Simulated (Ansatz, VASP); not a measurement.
## Zn in VASP and in Ansatz

The input INCAR:

```
SYSTEM = Zn
ALGO = Fast ; EDIFF = 1E-7
ENCUT = 520 ; GGA = PS
ISIF = 2 ; ISMEAR = 0
LASPH = .True. ; LCHARG = .False.
LREAL = .False. ; LWAVE = .False.
NBANDS = 19 ; NELM = 100
PREC = Accurate ; SIGMA = 0.15
```

KPOINTS

```
k-points
0
Gamma
  24 24 10
  0 0 0
```

POSCAR

```
Zn
1.0
    2.6647980532      0.0000000000      0.0000000000
   -1.3323990266      2.3077828100     -0.0461556562
    0.0000000000     -0.0989340000      4.9467000000
Zn
2
Direct
    0.3333333333      0.6666666667      0.2500000000
    0.6666666667      0.3333333333      0.7500000000
```

Input for Ansatz:

```yaml
crystal:
  lattice:
    - [2.6647980532, 0.0, 0.0]
    - [-1.3323990266, 2.30778281, -0.0461556562]
    - [0.0, -0.098934, 4.9467]
  atoms:
    - { symbol: Zn, position: [0.3333333333, 0.6666666667, 0.25] }
    - { symbol: Zn, position: [0.6666666667, 0.3333333333, 0.75] }
basis:
  ecutwfc: 420
kpoints:
  mp_grid: { grid: [24, 24, 10] }
hamiltonian:
  xc: pbesol
scf:
  occupations: { method: gaussian, width: 0.15 }
output:
  forces: true
  stress: true
  eigenvalues: true
```

Change from the starting cell: strain -0.0400 x Voigt [0, 0, 0, 1, 0, 0], atoms carried along.

Alike in both runs: task single point; functional PBEsol; k mesh 24 × 24 × 10; occupations gaussian, width 0.15 eV; no spin polarisation.

```csv
,VASP,Ansatz
version,VASP 6.6.1,Ansatz 0.2.0
potentials or method,"VASP PAW PBE potentials, release 64 (Zn), cutoff 520 eV","scalar-relativistic, plane waves, PAW"
valence electrons in the cell,24,24
```

```tsv
	VASP	Ansatz	Ansatz less VASP
gap on the k mesh at the Fermi level (eV)	none	none	-
pressure (GPa)	-4.9	-5.2	-0.34
traceless stress, the component that is largest in VASP (GPa)	1.74	1.87	+0.129
rms of the force components (eV/Å)	0.004	0.004	0.0000
```

VASP's potentials were made for PBE, not for PBEsol. Atom by atom the forces differ by 0.000 eV/Å (rms over components). A gap of «none» marks a metal or a gap that the smearing closes. With one functional, cell and mesh, what is left measures potentials, basis and numerics.
